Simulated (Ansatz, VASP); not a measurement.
# Rh in VASP and in Ansatz

INCAR

```
SYSTEM = Rh
PREC = Accurate ; ENCUT = 520
EDIFF = 1E-6 ; ISMEAR = 0
SIGMA = 0.1 ; LREAL = .FALSE.
LASPH = .TRUE. ; NELM = 80
ALGO = Fast ; ISIF = 2
LWAVE = .FALSE. ; LCHARG = .TRUE.
GGA = PE ; LELF = .TRUE.
LVHAR = .TRUE. ; NBANDS = 22
```

File KPOINTS:

```
Automatic mesh
0
G
  18 18 10
  0 0 0
```

POSCAR

```
Rh
1.0
    2.6157976744      0.0000000000      0.0000000000
   -1.3078988372      2.2653472372      0.0000000000
    0.0000000000      0.0000000000      4.2094488029
Rh
2
Direct
    0.6666666667      0.3333333333      0.7500000000
    0.3333333333      0.6666666667      0.2500000000
```

Input for Ansatz:

```yaml
crystal:
  lattice:
    - [2.6157976744, 0.0, 0.0]
    - [-1.3078988372, 2.2653472372, 0.0]
    - [0.0, 0.0, 4.2094488029]
  atoms:
    - { symbol: Rh, position: [0.6666666667, 0.3333333333, 0.75] }
    - { symbol: Rh, position: [0.3333333333, 0.6666666667, 0.25] }
basis:
  ecutwfc: 420
kpoints:
  mp_grid: { grid: [18, 18, 10] }
hamiltonian:
  xc: pbe
scf:
  occupations: { method: gaussian, width: 0.1 }
output:
  forces: true
  stress: true
  eigenvalues: true
```

Change from the starting cell: equal strain along all axes, cell held, atoms relaxed: -4.0 %.

Alike in both runs: task single point; functional PBE; k mesh 18 × 18 × 10; occupations gaussian, width 0.1 eV; no spin polarisation.

|  | VASP | Ansatz |
| --- | --- | --- |
| version | VASP 6.6.1 | Ansatz 0.2.0 |
| potentials or method | VASP PAW PBE potentials, release 64 (Rh_pv), cutoff 520 eV | scalar-relativistic, plane waves, PAW |
| valence electrons in the cell | 30 | 34 |

VASP gave:

* gap on the k mesh at the Fermi level (eV): none
* pressure (GPa): 42.8
* traceless stress, the component that is largest in VASP (GPa): 0.89

Task: What did Ansatz give for the same quantities?

Result: gap on the k mesh at the Fermi level (eV): none; pressure (GPa): 42.8; traceless stress, the component that is largest in VASP (GPa): 0.87.

A gap of «none» marks a metal or a gap that the smearing closes. Both programs put the cell under a high pressure, so it lies far from rest at this level. VASP's potentials hold 30 valence electrons a cell and Ansatz's 34, so a difference there can come from the potentials and not from the codes.
